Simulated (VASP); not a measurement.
# ZnS (NiAs type) (P6_3/mmc) in VASP: a series of runs

The runs below take ZnS (NiAs type) through single point, with PBE.

Program: VASP 6.6.1. These are calculated values, not measurements. Logs are shortened: lines on timing, memory, paths and dates and some standing lists are left out, and cuts for length are marked.

## (1) The cell of the first run

Symmetry: P6_3/mmc, No. 194, hexagonal system. Conventional cell: a = 3.436 Å, b = 3.436 Å, c = 5.664 Å, α = 90.00°, β = 90.00°, γ = 120.00°. Within 3.2 Å of Zn (site symmetry -3m) lie 6 S at 2.44 Å and 2 Zn at 2.83 Å. Within 3.2 Å of S (site symmetry -6m2) lie 6 Zn at 2.44 Å.

## (2) Single point, PBE

INCAR reads:

```
ALGO = Normal
EDIFF = 1E-7
ENCUT = 520
GGA = PE
ISIF = 2
ISMEAR = -1
LASPH = True
LCHARG = True
LELF = True
LREAL = False
LVHAR = True
LWAVE = False
NBANDS = 26
NELM = 60
PREC = Accurate
SIGMA = 0.1
```

KPOINTS reads:

```
k-points
0
Gamma
  11 11 6
```

POSCAR reads:

```
ZnS
1.0
    3.4363612989      0.0000000000      0.0000000000
   -1.7181806494      2.9759761814      0.0000000000
    0.0000000000      0.0000000000      5.6641938879
Zn S
2 2
Direct
    0.0000000000      0.0000000000      0.0000000000
    0.0000000000      0.0000000000      0.5000000000
    0.3333333333      0.6666666667      0.2500000000
    0.6666666667      0.3333333333      0.7500000000
```

Potentials or basis: VASP PAW PBE potentials, release 64 (Zn, S).

Command:

```
$ cat potpaw_PBE.64/Zn/POTCAR potpaw_PBE.64/S/POTCAR > POTCAR
$ mpirun -np 1 vasp_std > vasp.out
```

OUTCAR:

```text
EDIFF = 1E-7
   ENCUT = 520
   GGA = PE
   ISIF = 2
   ISMEAR = -1
   LASPH = True
   LREAL = False
   NELM = 60
   PREC = Accurate

 ion  position               nearest neighbor table
   1  0.000  0.000  0.000-   3 2.44   4 2.44   3 2.44   4 2.44   4 2.44   3 2.44   2 2.83   2 2.83

   2  0.000  0.000  0.500-   3 2.44   4 2.44   3 2.44   4 2.44   4 2.44   3 2.44   1 2.83   1 2.83

   3  0.333  0.667  0.250-   1 2.44   2 2.44   1 2.44   2 2.44   1 2.44   2 2.44
   4  0.667  0.333  0.750-   1 2.44   2 2.44   1 2.44   2 2.44   1 2.44   2 2.44

  LATTYP: Found a hexagonal cell.
 ALAT       =     3.4363612989
 C/A-ratio  =     1.6483115119

  Lattice vectors:

 A1 = (   3.4363612989,   0.0000000000,   0.0000000000)
 A2 = (  -1.7181806494,   2.9759761814,   0.0000000000)
 A3 = (   0.0000000000,   0.0000000000,   5.6641938879)

Analysis of symmetry for initial positions (statically):
=====================================================================
 Subroutine PRICEL returns:
 Original cell was already a primitive cell.

 Routine SETGRP: Setting up the symmetry group for a
 hexagonal supercell.

 Subroutine GETGRP returns: Found 24 space group operations
 (whereof 12 operations were pure point group operations)
 out of a pool of 24 trial point group operations.

The static configuration has the point symmetry D_3d.
 The point group associated with its full space group is D_6h.

Analysis of symmetry for dynamics (positions and initial velocities):
=====================================================================
 Subroutine PRICEL returns:
 Original cell was already a primitive cell.

 Routine SETGRP: Setting up the symmetry group for a
 hexagonal supercell.

 Subroutine GETGRP returns: Found 24 space group operations
 (whereof 12 operations were pure point group operations)
 out of a pool of 24 trial point group operations.

The dynamic configuration has the point symmetry D_3d.
 The point group associated with its full space group is D_6h.

 Subroutine INISYM returns: Found 24 space group operations
 (whereof 12 operations are pure point group operations),
 and found     1 'primitive' translations

----------------------------------------------------------------------------------------

                                     Primitive cell

  volume of cell :      57.9250

  direct lattice vectors                    reciprocal lattice vectors
     3.436361299  0.000000000  0.000000000     0.291005489  0.168012097  0.000000000
    -1.718180649  2.975976181  0.000000000     0.000000000  0.336024195  0.000000000
     0.000000000  0.000000000  5.664193888     0.000000000  0.000000000  0.176547629

  length of vectors
     3.436361299  3.436361299  5.664193888     0.336024195  0.336024195  0.176547629

  position of ions in fractional coordinates (direct lattice)
     0.000000000  0.000000000  0.000000000
     0.000000000  0.000000000  0.500000000
     0.333333333  0.666666667  0.250000000
     0.666666667  0.333333333  0.750000000

  ion indices of the primitive-cell ions
   primitive index   ion index
                 1           1
                 2           2
                 3           3
                 4           4

----------------------------------------------------------------------------------------

 KPOINTS: k-points

Automatic generation of k-mesh.
 Grid dimensions read from file:
 generate k-points for:   11   11    6

 Generating k-lattice:

  Cartesian coordinates                     Fractional coordinates (reciprocal lattice)
     0.026455044  0.015273827  0.000000000     0.090909091  0.000000000  0.000000000
     0.000000000  0.030547654  0.000000000     0.000000000  0.090909091  0.000000000
     0.000000000  0.000000000  0.029424605     0.000000000  0.000000000  0.166666667

  Length of vectors
     0.030547654  0.030547654  0.029424605

  Shift w.r.t. Gamma in fractional coordinates (k-lattice)
     0.000000000  0.000000000  0.000000000

 Subroutine IBZKPT returns following result:
 ===========================================

 Found     64 irreducible k-points:

 Following reciprocal coordinates:
            Coordinates               Weight
  0.000000  0.000000  0.000000      1.000000
  0.090909  0.000000  0.000000      6.000000
  0.181818 -0.000000  0.000000      6.000000
  0.272727  0.000000  0.000000      6.000000
  0.363636 -0.000000  0.000000      6.000000
  0.454545 -0.000000  0.000000      6.000000
[... 16 lines left out ...]
  0.090909  0.090909  0.166667     12.000000
  0.181818  0.090909  0.166667     24.000000
 [... further k-points ...]
   k-points           NKPTS =     64   k-points in BZ     NKDIM =     64   number of bands    NBANDS=     26
   number of dos      NEDOS =    301   number of ions     NIONS =      4
   total plane-waves  NPLWV =  32928
   dimension x,y,z NGX =    28 NGY =   28 NGZ =   42
   dimension x,y,z NGXF=    56 NGYF=   56 NGZF=   84
   ions per type =               2   2
   NGX,Y,Z   is equivalent  to a cutoff of  13.55, 13.55, 12.33 a.u.
   NGXF,Y,Z  is equivalent  to a cutoff of  27.09, 27.09, 24.65 a.u.
 SYSTEM =  unknown system
   PREC   = accura    normal or accurate (medium, high low for compatibility)
   ISTART =      0    job   : 0-new  1-cont  2-samecut
   ICHARG =      2    charge: 1-file 2-atom 10-const
   ISPIN  =      1    spin polarized calculation?
   LNONCOLLINEAR =      F non collinear calculations
   LSORBIT =      F    spin-orbit coupling
   LASPH  =      T    aspherical Exc in radial PAW
   ENCUT  =  520.0 eV  38.22 Ry    6.18 a.u.   6.39  6.39 10.53*2*pi/ulx,y,z
   NELM   =     60;   NELMIN=  2; NELMDL= -5     # of ELM steps
   EDIFF  = 0.1E-06   stopping-criterion for ELM
   LREAL  =      F    real-space projection
   EDIFFG = 0.1E-05   stopping-criterion for IOM
   NSW    =      0    number of steps for IOM
   IBRION =     -1    ionic relax: 0-MD 1-quasi-New 2-CG
   NFREE  =      0    steps in history (QN), initial steepest desc. (CG)
   ISIF   =      2    stress and relaxation
   ISYM   =      2    0-nonsym 1-usesym 2-fastsym
   POTIM  = 0.5000    time-step for ionic-motion
   TEBEG  =    0.0;   TEEND  =   0.0 temperature during run
   PSTRESS=    0.0 pullay stress
   NELECT =      36.0000    total number of electrons
   NUPDOWN=      -1.0000    fix difference up-down
   EMIN   =  10.00;   EMAX   =-10.00  energy-range for DOS
   EFERMI =   0.00;   METHOD = LEGACY
   ISMEAR =    -1;   SIGMA  =   0.10  broadening in eV -4-tet -1-fermi 0-gaus
   EFERMI_NEDOS =   21; number of points for ismear=-14 and -15
   IALGO  =     38    algorithm
   IMIX   =      4    mixing-type and parameters
     AMIX     =   0.40;   BMIX     =  1.00
     AMIX_MAG =   1.60;   BMIX_MAG =  1.00
  volume/ion in A,a.u.               =      14.48        97.72
  Fermi-wavevector in a.u.,A,eV,Ry     =   1.397077  2.640092 26.556163  1.951823
  Thomas-Fermi vector in A             =   2.520368
   LORBIT       =      0    0 simple, 1 ext, 2 COOP (PROOUT), +10 PAW based schemes
   GGA     = PE    functional components
   LHFCALC =     F    Hartree Fock is set to
   AEXX    =    0.0000 exact exchange contribution
   IVDW    =     0    specifies the selected vdW correction
   LEPSILON=     F    determine dielectric tensor
   LRPA    =     F    only Hartree local field effects (RPA)
 non-spin polarized calculation
  energy-cutoff  :      520.00
  volume of cell :       57.93
 maximum number of plane-waves:      1582
 NGX is ok and might be reduce to    28
   NGX = 13   NGY = 13   NGZ = 21

 number of electron      35.9999997 magnetization

 Free energy of the ion-electron system (eV)
  ---------------------------------------------------
  ext. energy  EPLUGINS =         0.00000000
  ---------------------------------------------------
  free energy    TOTEN  =       -11.87628627 eV

  energy without entropy =      -11.87288939  energy(sigma->0) =      -11.87458783

 E-fermi :   5.6999     XC(G=0): -11.4542

 val. band max:        5.4052098634   @ k =   0.1818  -0.0000   0.0000
 cond. band min:       5.8015172598   @ k =   0.3636   0.2727   0.0000
 fundamental gap:      0.3963073964
 Fermi energy:         5.6999224568

 k-point     1 :       0.0000    0.0000    0.0000
  band No.  band energies     occupation
      1      -9.6290      2.00000
      2      -7.5394      2.00000
      3      -2.7580      2.00000
      4      -1.8228      2.00000
      5      -1.8228      2.00000
      6      -1.6822      2.00000
[... 18 lines left out ...]
     25      14.6128      0.00000
     26      15.2098      0.00000

 k-point     2 :       0.0909    0.0000    0.0000
  band No.  band energies     occupation
      1      -9.5246      2.00000
      2      -7.4985      2.00000
      3      -2.6452      2.00000
      4      -1.8152      2.00000
      5      -1.7918      2.00000
      6      -1.6821      2.00000
[... 18 lines left out ...]
     25      14.1765      0.00000
     26      14.2833      0.00000

 k-point     3 :       0.1818   -0.0000    0.0000
  band No.  band energies     occupation
      1      -9.2199      2.00000
      2      -7.3894      2.00000
      3      -2.3298      2.00000
      4      -1.8045      2.00000
      5      -1.7117      2.00000
      6      -1.6794      2.00000
[... 18 lines left out ...]
     25      13.3737      0.00000
     26      14.5737      0.00000

 k-point     4 :       0.2727    0.0000    0.0000
  band No.  band energies     occupation
      1      -8.7457      2.00000
      2      -7.2557      2.00000
      3      -1.9415      2.00000
      4      -1.8220      2.00000
      5      -1.8119      2.00000
      6      -1.5863      2.00000
[... 18 lines left out ...]
     25      13.9491      0.00000
     26      14.8561      0.00000

 k-point     5 :       0.3636   -0.0000    0.0000
  band No.  band energies     occupation
      1      -8.1709      2.00000
      2      -7.1754      2.00000
      3      -2.2514      2.00000
      4      -1.8363      2.00000
      5      -1.8250      2.00000
      6      -1.6016      2.00000
[... 18 lines left out ...]
     25      14.8632      0.00000
     26      16.5834      0.00000

 k-point     6 :       0.4545   -0.0000    0.0000
  band No.  band energies     occupation
      1      -7.6322      2.00000
      2      -7.2559      2.00000
      3      -2.7069      2.00000
      4      -1.8564      2.00000
      5      -1.8490      2.00000
      6      -1.6086      2.00000
[... 427 lines left out ...]
 k-point    21 :       0.3636   -0.0000    0.1667
  band No.  band energies     occupation
      1      -8.1103      2.00000
      2      -7.2480      2.00000
      3      -2.2296      2.00000
      4      -1.8543      2.00000
      5      -1.7987      2.00000
      6      -1.6034      2.00000
[... 18 lines left out ...]
     25      15.4412      0.00000
     26      16.3263      0.00000

 k-point    22 :       0.4545   -0.0000    0.1667
  band No.  band energies     occupation
      1      -7.6017      2.00000
      2      -7.2741      2.00000
      3      -2.6476      2.00000
      4      -1.8519      2.00000
      5      -1.8178      2.00000
      6      -1.5902      2.00000
[... 18 lines left out ...]
     25      16.1838      0.00000
     26      17.3892      0.00000

 k-point    23 :       0.0909    0.0909    0.1667
  band No.  band energies     occupation
      1      -9.2285      2.00000
      2      -7.6136      2.00000
      3      -2.2745      2.00000
      4      -1.7784      2.00000
      5      -1.6550      2.00000
      6      -1.6526      2.00000
[... 18 lines left out ...]
     25      13.8120      0.00000
     26      14.0850      0.00000

 k-point    24 :       0.1818    0.0909    0.1667
  band No.  band energies     occupation
      1      -8.8461      2.00000
      2      -7.4493      2.00000
      3      -2.0650      2.00000
      4      -1.8157      2.00000
      5      -1.6731      2.00000
      6      -1.5720      2.00000
[... 18 lines left out ...]
     25      14.0955      0.00000
     26      14.7011      0.00000

 [... further k-points ...]
[... 5 lines left out ...]
  --------------------------------------------------------------------------------------
  -------------------------------------------------------------------------------------
  Total        6.6065084      6.6065084      6.6142918      0.0000000     -0.0000000      0.0000000
  in kB      182.7326676    182.7326676    182.9479510      0.0000000     -0.0000000      0.0000000
  external PRESSURE =     182.8044287 kB  Pullay stress =       0.0000000 kB

 VOLUME and BASIS-vectors are now :
 -----------------------------------------------------------------------------
  energy-cutoff  :      520.00
  volume of cell :       57.93
      direct lattice vectors                 reciprocal lattice vectors
     3.436361299  0.000000000  0.000000000     0.291005489  0.168012097  0.000000000
    -1.718180649  2.975976181  0.000000000     0.000000000  0.336024195  0.000000000
     0.000000000  0.000000000  5.664193888     0.000000000  0.000000000  0.176547629

 POSITION                                       TOTAL-FORCE (eV/Angst)
 -----------------------------------------------------------------------------------
      0.00000      0.00000      0.00000         0.000000      0.000000      0.000000
      0.00000      0.00000      2.83210         0.000000      0.000000      0.000000
     -0.00000      1.98398      1.41605        -0.000000      0.000000      0.000000
      1.71818      0.99199      4.24815        -0.000000     -0.000000     -0.000000
 -----------------------------------------------------------------------------------
    total drift:                               -0.000000      0.000000      0.000000

  FREE ENERGIE OF THE ION-ELECTRON SYSTEM (eV)
  ---------------------------------------------------
  free  energy   TOTEN  =       -11.8762862740 eV

  energy  without entropy=      -11.8728893852  energy(sigma->0) =      -11.87458783
```

Run time: 40 s. Hardware: 1 thread of Intel Xeon 6975P-C (Granite Rapids), shared host; peak memory 0.22 GiB.

What came out:

```
Free energy            : -11.8763 eV
Pressure               : 18.3 GPa
Band gap on the k mesh : 0.40 eV, indirect (least direct gap 2.46 eV)
```

A k mesh can miss the band edges.

## (3) Single point, PBE

INCAR reads:

```
SYSTEM = ZnS
PREC     = Accurate       ! precision mode
ENCUT    = 520            ! plane-wave cutoff, eV
EDIFF    = 1E-6           ! SCF threshold, eV
ISMEAR   = -1             ! smearing method
SIGMA    = 0.1            ! smearing width, eV
LREAL    = .False.        ! projectors in reciprocal space
LASPH    = .True.         ! aspherical terms in the spheres
NELM     = 60             ! most SCF steps
ALGO     = Normal         ! electronic algorithm
ISIF     = 2              ! what is computed and relaxed
LWAVE    = .False.        ! write WAVECAR
LCHARG   = .True.         ! write CHGCAR
GGA      = PE             ! functional
LELF     = .True.         ! ELF
LVHAR    = .True.       
NBANDS   = 26             ! bands
```

KPOINTS reads:

```
regular mesh
0
Gamma
  11 11 6
  0 0 0
```

POSCAR is that of step 2.

Potentials or basis: VASP PAW PBE potentials, release 64 (Zn, S).

Command:

```
$ cat potpaw_PBE.64/Zn/POTCAR potpaw_PBE.64/S/POTCAR > POTCAR
$ mpirun -np 1 vasp_std > vasp.out
```

It took 33 s on 1 thread of Intel Xeon 6975P-C (Granite Rapids), shared host; peak memory 0.22 GiB.

Results (log left out):

- Free energy: -11.8763 eV
- Pressure: 18.3 GPa
- Band gap on the k mesh: 0.40 eV, indirect (least direct gap 2.46 eV)

Levels at points of the mesh, in eV from the valence-band top:
```tsv
k point	band 15	band 16	band 17	band 18	band 19	band 20	band 21	band 22
(0.00, 0.00, 0.00)	-0.92	-0.87	-0.10	-0.10	2.51	3.73	6.57	6.57
(0.00, 0.00, 0.50)	-0.44	-0.44	-0.44	-0.44	4.27	4.27	6.78	6.78
```

A k mesh can miss the band edges.
